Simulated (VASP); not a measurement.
# SiNi (Pmmn) in VASP: further runs

SiNi is run at these levels: PBE; tasks: single point.

Program: VASP 6.6.1. These are calculated values, not measurements. Logs are shortened: lines on timing, memory, paths and dates and some standing lists are left out, and cuts for length are marked.

### Step 1. The cell of the first run

Symmetry: Pmmn, No. 59, orthorhombic system. Conventional cell: a = 3.225 Å, b = 3.440 Å, c = 4.226 Å, α = 90.00°, β = 90.00°, γ = 90.00°. Si (site symmetry mm2) has 6 Ni at 2.11 to 2.48 Å and 4 Si at 2.70 Å within 2.8 Å. Within 2.8 Å of Ni (site symmetry mm2) lie 6 Si at 2.11 to 2.48 Å and 4 Ni at 2.71 Å.

### Step 2. Single point, PBE

File INCAR:

```
SYSTEM = SiNi
ALGO = Normal
EDIFF = 1E-6
ENCUT = 520
GGA = PE
ISIF = 2
ISMEAR = 0
LASPH = .TRUE.
LCHARG = .FALSE.
LREAL = .FALSE.
LWAVE = .FALSE.
NBANDS = 22
NELM = 80
PREC = Accurate
SIGMA = 0.15
```

File KPOINTS:

```
k-points
0
G
  18 16 12
  0 0 0
```

File POSCAR:

```
SiNi
1.0
    3.2253626215      0.0000000000      0.0000000000
    0.0000000000      3.4396959592      0.0000000000
    0.0000000000      0.0000000000      4.2258161969
Si Ni
2 2
Direct
    0.5000000000      0.5000000000      0.8431827238
    0.0000000000      0.0000000000      0.1568172762
    0.5000000000      0.5000000000      0.3423059774
    0.0000000000      0.0000000000      0.6576940226
```

Potentials or basis: VASP PAW PBE potentials, release 64 (Si, Ni).

Run with:

```bash
> cat potpaw_PBE.64/Si/POTCAR potpaw_PBE.64/Ni/POTCAR > POTCAR
> mpirun -np 1 vasp_std > vasp.out
```

OUTCAR:

```text
SYSTEM = SiNi
   EDIFF = 1E-6
   ENCUT = 520
   GGA = PE
   ISIF = 2
   ISMEAR = 0
   LASPH = .TRUE.
   LREAL = .FALSE.
   NELM = 80
   PREC = Accurate

 ion  position               nearest neighbor table
   1  0.500  0.500  0.843-   3 2.11   3 2.12   4 2.48   4 2.48   4 2.48   4 2.48   2 2.70   2 2.70
                             2 2.70   2 2.70
   2  0.000  0.000  0.157-   4 2.11   4 2.12   3 2.48   3 2.48   3 2.48   3 2.48   1 2.70   1 2.70
                             1 2.70   1 2.70
   3  0.500  0.500  0.342-   1 2.11   1 2.12   2 2.48   2 2.48   2 2.48   2 2.48   4 2.71   4 2.71
                             4 2.71   4 2.71
   4  0.000  0.000  0.658-   2 2.11   2 2.12   1 2.48   1 2.48   1 2.48   1 2.48   3 2.71   3 2.71
                             3 2.71   3 2.71

  LATTYP: Found a simple orthorhombic cell.
 ALAT       =     3.2253626215
 B/A-ratio  =     1.0664524777
 C/A-ratio  =     1.3101832857

  Lattice vectors:

 A1 = (   3.2253626215,   0.0000000000,   0.0000000000)
 A2 = (   0.0000000000,   3.4396959592,   0.0000000000)
 A3 = (   0.0000000000,   0.0000000000,   4.2258161969)

Analysis of symmetry for initial positions (statically):
=====================================================================
 Subroutine PRICEL returns:
 Original cell was already a primitive cell.

 Routine SETGRP: Setting up the symmetry group for a
 simple orthorhombic supercell.

 Subroutine GETGRP returns: Found  8 space group operations
 (whereof  4 operations were pure point group operations)
 out of a pool of  8 trial point group operations.

The static configuration has the point symmetry C_2v.
 The point group associated with its full space group is D_2h.

Analysis of symmetry for dynamics (positions and initial velocities):
=====================================================================
 Subroutine PRICEL returns:
 Original cell was already a primitive cell.

 Routine SETGRP: Setting up the symmetry group for a
 simple orthorhombic supercell.

 Subroutine GETGRP returns: Found  8 space group operations
 (whereof  4 operations were pure point group operations)
 out of a pool of  8 trial point group operations.

The dynamic configuration has the point symmetry C_2v.
 The point group associated with its full space group is D_2h.

 Subroutine INISYM returns: Found  8 space group operations
 (whereof  4 operations are pure point group operations),
 and found     1 'primitive' translations

----------------------------------------------------------------------------------------

                                     Primitive cell

  volume of cell :      46.8823

  direct lattice vectors                    reciprocal lattice vectors
     3.225362621  0.000000000  0.000000000     0.310042658  0.000000000  0.000000000
     0.000000000  3.439695959  0.000000000     0.000000000  0.290723370  0.000000000
     0.000000000  0.000000000  4.225816197     0.000000000  0.000000000  0.236640676

  length of vectors
     3.225362621  3.439695959  4.225816197     0.310042658  0.290723370  0.236640676

  position of ions in fractional coordinates (direct lattice)
     0.500000000  0.500000000  0.843182724
     0.000000000  0.000000000  0.156817276
     0.500000000  0.500000000  0.342305977
     0.000000000  0.000000000  0.657694023

  ion indices of the primitive-cell ions
   primitive index   ion index
                 1           1
                 2           2
                 3           3
                 4           4

----------------------------------------------------------------------------------------

 KPOINTS: k-points

Automatic generation of k-mesh.
 Grid dimensions read from file:
 generate k-points for:   18   16   12

 Generating k-lattice:

  Cartesian coordinates                     Fractional coordinates (reciprocal lattice)
     0.017224592  0.000000000  0.000000000     0.055555556  0.000000000  0.000000000
     0.000000000  0.018170211  0.000000000     0.000000000  0.062500000  0.000000000
     0.000000000  0.000000000  0.019720056     0.000000000  0.000000000  0.083333333

  Length of vectors
     0.017224592  0.018170211  0.019720056

  Shift w.r.t. Gamma in fractional coordinates (k-lattice)
     0.000000000  0.000000000  0.000000000

 Subroutine IBZKPT returns following result:
 ===========================================

 Found    630 irreducible k-points:

 Following reciprocal coordinates:
            Coordinates               Weight
  0.000000  0.000000  0.000000      1.000000
  0.055556  0.000000  0.000000      2.000000
  0.111111  0.000000  0.000000      2.000000
  0.166667  0.000000  0.000000      2.000000
  0.222222  0.000000  0.000000      2.000000
  0.277778  0.000000  0.000000      2.000000
[... 16 lines left out ...]
  0.111111  0.125000  0.000000      4.000000
  0.166667  0.125000  0.000000      4.000000
 [... further k-points ...]
   k-points           NKPTS =    630   k-points in BZ     NKDIM =    630   number of bands    NBANDS=     22
   number of dos      NEDOS =    301   number of ions     NIONS =      4
   total plane-waves  NPLWV =  21504
   dimension x,y,z NGX =    24 NGY =   28 NGZ =   32
   dimension x,y,z NGXF=    48 NGYF=   56 NGZF=   64
   ions per type =               2   2
   NGX,Y,Z   is equivalent  to a cutoff of  12.37, 13.53, 12.59 a.u.
   NGXF,Y,Z  is equivalent  to a cutoff of  24.74, 27.07, 25.18 a.u.
 SYSTEM =  SiNi
   PREC   = accura    normal or accurate (medium, high low for compatibility)
   ISTART =      0    job   : 0-new  1-cont  2-samecut
   ICHARG =      2    charge: 1-file 2-atom 10-const
   ISPIN  =      1    spin polarized calculation?
   LNONCOLLINEAR =      F non collinear calculations
   LSORBIT =      F    spin-orbit coupling
   LASPH  =      T    aspherical Exc in radial PAW
   ENCUT  =  520.0 eV  38.22 Ry    6.18 a.u.   6.00  6.40  7.86*2*pi/ulx,y,z
   NELM   =     80;   NELMIN=  2; NELMDL= -5     # of ELM steps
   EDIFF  = 0.1E-05   stopping-criterion for ELM
   LREAL  =      F    real-space projection
   EDIFFG = 0.1E-04   stopping-criterion for IOM
   NSW    =      0    number of steps for IOM
   IBRION =     -1    ionic relax: 0-MD 1-quasi-New 2-CG
   NFREE  =      0    steps in history (QN), initial steepest desc. (CG)
   ISIF   =      2    stress and relaxation
   ISYM   =      2    0-nonsym 1-usesym 2-fastsym
   POTIM  = 0.5000    time-step for ionic-motion
   TEBEG  =    0.0;   TEEND  =   0.0 temperature during run
   PSTRESS=    0.0 pullay stress
   NELECT =      28.0000    total number of electrons
   NUPDOWN=      -1.0000    fix difference up-down
   EMIN   =  10.00;   EMAX   =-10.00  energy-range for DOS
   EFERMI =   0.00;   METHOD = LEGACY
   ISMEAR =     0;   SIGMA  =   0.15  broadening in eV -4-tet -1-fermi 0-gaus
   EFERMI_NEDOS =   21; number of points for ismear=-14 and -15
   IALGO  =     38    algorithm
   IMIX   =      4    mixing-type and parameters
     AMIX     =   0.40;   BMIX     =  1.00
     AMIX_MAG =   1.60;   BMIX_MAG =  1.00
  volume/ion in A,a.u.               =      11.72        79.09
  Fermi-wavevector in a.u.,A,eV,Ry     =   1.378662  2.605293 25.860711  1.900709
  Thomas-Fermi vector in A             =   2.503703
   LORBIT       =      0    0 simple, 1 ext, 2 COOP (PROOUT), +10 PAW based schemes
   GGA     = PE    functional components
   LHFCALC =     F    Hartree Fock is set to
   AEXX    =    0.0000 exact exchange contribution
   IVDW    =     0    specifies the selected vdW correction
   LEPSILON=     F    determine dielectric tensor
   LRPA    =     F    only Hartree local field effects (RPA)
 non-spin polarized calculation
 Gauss-broadening in eV      SIGMA  =   0.15
  energy-cutoff  :      520.00
  volume of cell :       46.88
 maximum number of plane-waves:      1292
 NGX is ok and might be reduce to    24
   NGX = 11   NGY = 13   NGZ = 15

 number of electron      27.9999974 magnetization

 Free energy of the ion-electron system (eV)
  ---------------------------------------------------
  ext. energy  EPLUGINS =         0.00000000
  ---------------------------------------------------
  free energy    TOTEN  =       -22.73630788 eV

  energy without entropy =      -22.72463107  energy(sigma->0) =      -22.73046948

 E-fermi :  10.9416     XC(G=0): -12.3719

 val. band max:       10.9361680324   @ k =   0.3889   0.4375   0.4167
 cond. band min:      10.9425415565   @ k =   0.3889   0.5000   0.4167
 fundamental gap:      0.0063735241
 Fermi energy:        10.9416279172

 k-point     1 :       0.0000    0.0000    0.0000
  band No.  band energies     occupation
      1      -2.5072      2.00000
      2       3.6575      2.00000
      3       5.7114      2.00000
      4       6.9385      2.00000
      5       7.2982      2.00000
      6       7.6900      2.00000
[... 14 lines left out ...]
     21      19.8468      0.00000
     22      20.9493      0.00000

 k-point     2 :       0.0556    0.0000    0.0000
  band No.  band energies     occupation
      1      -2.4645      2.00000
      2       3.6701      2.00000
      3       5.7360      2.00000
      4       6.9047      2.00000
      5       7.3140      2.00000
      6       7.6793      2.00000
[... 14 lines left out ...]
     21      19.8872      0.00000
     22      20.9621      0.00000

 k-point     3 :       0.1111    0.0000    0.0000
  band No.  band energies     occupation
      1      -2.3365      2.00000
      2       3.6996      2.00000
      3       5.8074      2.00000
      4       6.7666      2.00000
      5       7.3599      2.00000
      6       7.6524      2.00000
[... 14 lines left out ...]
     21      20.0083      0.00000
     22      20.8006      0.00000

 k-point     4 :       0.1667    0.0000    0.0000
  band No.  band energies     occupation
      1      -2.1241      2.00000
      2       3.7152      2.00000
      3       5.9183      2.00000
      4       6.4591      2.00000
      5       7.4315      2.00000
      6       7.6190      2.00000
[... 14 lines left out ...]
     21      20.2101      0.00000
     22      20.3039      0.00000

 k-point     5 :       0.2222    0.0000    0.0000
  band No.  band energies     occupation
      1      -1.8287      2.00000
      2       3.6444      2.00000
      3       6.0473      2.00000
      4       6.0554      2.00000
      5       7.5159      2.00000
      6       7.5162      2.00000
[... 14 lines left out ...]
     21      19.7091      0.00000
     22      20.3279      0.00000

 k-point     6 :       0.2778    0.0000    0.0000
  band No.  band energies     occupation
      1      -1.4523      2.00000
      2       3.3717      2.00000
      3       5.7476      2.00000
      4       6.1975      2.00000
      5       7.4082      2.00000
      6       7.5256      2.00000
[... 14 lines left out ...]
     21      19.4820      0.00000
     22      20.5595      0.00000

 k-point     7 :       0.3333    0.0000    0.0000
  band No.  band energies     occupation
      1      -0.9978      2.00000
      2       2.8541      2.00000
      3       5.6879      2.00000
      4       6.3156      2.00000
      5       7.3228      2.00000
      6       7.4752      2.00000
[... 324 lines left out ...]
      6       7.1689      2.00000
[... 14 lines left out ...]
     21      20.3294      0.00000
     22      20.3294      0.00000

 k-point    21 :       0.0000    0.1250    0.0000
  band No.  band energies     occupation
      1      -2.3176      2.00000
      2       3.6036      2.00000
      3       5.8172      2.00000
      4       6.5036      2.00000
      5       7.3515      2.00000
      6       7.7239      2.00000
[... 14 lines left out ...]
     21      20.8727      0.00000
     22      21.1529      0.00000

 k-point    22 :       0.0556    0.1250    0.0000
  band No.  band energies     occupation
      1      -2.2752      2.00000
      2       3.6169      2.00000
      3       5.8414      2.00000
      4       6.5042      2.00000
      5       7.3535      2.00000
      6       7.7228      2.00000
[... 14 lines left out ...]
     21      20.2113      0.00000
     22      20.4740      0.00000

 k-point    23 :       0.1111    0.1250    0.0000
  band No.  band energies     occupation
      1      -2.1482      2.00000
      2       3.6496      2.00000
      3       5.9115      2.00000
      4       6.4784      2.00000
      5       7.3523      2.00000
      6       7.6870      2.00000
[... 14 lines left out ...]
     21      19.4474      0.00000
     22      19.4908      0.00000

 k-point    24 :       0.1667    0.1250    0.0000
  band No.  band energies     occupation
      1      -1.9376      2.00000
      2       3.6747      2.00000
      3       6.0205      2.00000
      4       6.3324      2.00000
      5       7.3083      2.00000
      6       7.5261      2.00000
[... 14 lines left out ...]
     21      18.5710      0.00000
     22      18.9620      0.00000

 [... further k-points ...]
[... 5 lines left out ...]
  --------------------------------------------------------------------------------------
  -------------------------------------------------------------------------------------
  Total       -1.6490673     -2.5050548     16.6624308      0.0000000      0.0000000      0.0000000
  in kB      -56.3559468    -85.6088375    569.4291982      0.0000000      0.0000000      0.0000000
  external PRESSURE =     142.4881380 kB  Pullay stress =       0.0000000 kB

 VOLUME and BASIS-vectors are now :
 -----------------------------------------------------------------------------
  energy-cutoff  :      520.00
  volume of cell :       46.88
      direct lattice vectors                 reciprocal lattice vectors
     3.225362621  0.000000000  0.000000000     0.310042658  0.000000000  0.000000000
     0.000000000  3.439695959  0.000000000     0.000000000  0.290723370  0.000000000
     0.000000000  0.000000000  4.225816197     0.000000000  0.000000000  0.236640676

 POSITION                                       TOTAL-FORCE (eV/Angst)
 -----------------------------------------------------------------------------------
      1.61268      1.71985      3.56314         0.000000      0.000000      0.013215
      0.00000      0.00000      0.66268         0.000000      0.000000     -0.013215
      1.61268      1.71985      1.44652         0.000000      0.000000      0.765755
      0.00000      0.00000      2.77929         0.000000      0.000000     -0.765755
 -----------------------------------------------------------------------------------
    total drift:                                0.000000      0.000000      0.000000

  FREE ENERGIE OF THE ION-ELECTRON SYSTEM (eV)
  ---------------------------------------------------
  free  energy   TOTEN  =       -22.7363078810 eV

  energy  without entropy=      -22.7246310703  energy(sigma->0) =      -22.73046948
```

Run time: 7.4 min. Hardware: 1 thread of Intel Xeon Platinum 8488C (Sapphire Rapids), shared host; peak memory 0.61 GiB.

Results:

```yaml
Free_energy: -22.7363 eV
Pressure: 14.2 GPa
Largest_force: 0.766 eV/Å
Band_gap_on_the_k_mesh: zero (bands 14 and 15 overlap by 2.58 eV)
```

Forces on the atoms (eV/Å):
```
Si   0.000  0.000  0.013
Si   0.000  0.000 -0.013
Ni   0.000  0.000  0.766
Ni   0.000  0.000 -0.766
```

Levels at points of the mesh, in eV from the Fermi level:
```csv
k point,band 11,band 12,band 13,band 14,band 15,band 16,band 17,band 18
"(0.00, 0.00, 0.00)",-2.20,-2.18,-1.84,-1.84,-0.56,2.60,4.65,5.74
"(0.50, 0.00, 0.00)",-2.02,-2.02,-1.83,-1.83,2.65,2.65,2.65,2.65
"(0.00, 0.50, 0.00)",-2.25,-2.25,-2.12,-2.12,2.36,2.36,3.32,3.32
"(0.50, 0.50, 0.00)",-1.99,-1.99,-1.75,-1.75,1.06,1.06,2.94,2.94
"(0.00, 0.00, 0.50)",-2.59,-1.95,1.34,1.58,1.73,2.17,3.14,4.41
"(0.50, 0.00, 0.50)",-2.10,-2.10,-1.53,-1.53,3.36,3.36,4.87,4.87
"(0.00, 0.50, 0.50)",-2.03,-2.03,-1.78,-1.78,4.20,4.20,5.96,5.96
"(0.50, 0.50, 0.50)",-1.89,-1.89,-1.81,-1.81,-0.23,-0.23,0.37,0.37
```

Caveat: the stress differs along the axes, from -9 to 57 GPa.

[end of part 1 of 2]

The gap in the log of VASP goes by the Fermi energy; the results here count the filled bands.